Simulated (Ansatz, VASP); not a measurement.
RhC in VASP and in Ansatz

```
CELL_PARAMETERS angstrom
0.00000 2.25203 2.25203
2.25203 0.00000 2.25203
2.25203 2.25203 0.00000
ATOMIC_POSITIONS crystal
Rh 0.00000 0.00000 0.00000
C 0.25000 0.25000 0.25000
```

Change from the starting cell: volume scaled by 0.95, LAPW.

Alike in both runs: task single point; functional PBE; k mesh 14 × 14 × 14; occupations fermi-dirac, width 0.1 eV; no spin polarisation.

|  | VASP | Ansatz |
| --- | --- | --- |
| version | VASP 6.6.1 | Ansatz 0.2.0 |
| potentials or method | VASP PAW PBE potentials, release 64 (Rh_pv, C), cutoff 520 eV | all-electron LAPW, scalar-relativistic |

VASP gave:

```
pressure (GPa) : 13.7
```

Task: Which values does Ansatz return?

Result: Pressure (GPa): 13.5.

Ansatz ran all-electron here, and VASP with PAW potentials.
